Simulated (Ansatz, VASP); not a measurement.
## Two plane-wave programs on LiCl

```
CELL_PARAMETERS angstrom
0.00000 2.55603 2.55603
2.55603 0.00000 2.55603
2.55603 2.55603 0.00000
ATOMIC_POSITIONS crystal
Li 0.00000 0.00000 0.00000
Cl 0.50000 0.50000 0.50000
```

Alike in both runs: task single point; functional r2SCAN50; k mesh 4 × 4 × 4; no spin polarisation.

|  | VASP | Ansatz |
| --- | --- | --- |
| version | VASP 6.6.1 | Ansatz 0.2.0 |
| potentials or method | VASP PAW PBE potentials, release 64 (Li_sv, Cl) | plane waves |
| plane-wave cutoff (eV) | 520 | 500 |
| occupations | gaussian, width 0.01 eV | fixed |
| valence electrons in the cell | 10 | 10 |

|  | VASP | Ansatz | Ansatz less VASP |
| --- | --- | --- | --- |
| gap on the k mesh at the Fermi level (eV) | 10.89 | 10.83 | -0.057 |

VASP's potentials were made for PBE, not for r2SCAN50. Ansatz's warnings: stress exchange threshold loose, stress scf threshold loose.

The k mesh is coarse, so the values compare programs but aren't converged. Noted on VASP's run: the cutoff is short for stress, so the pressure is rough.
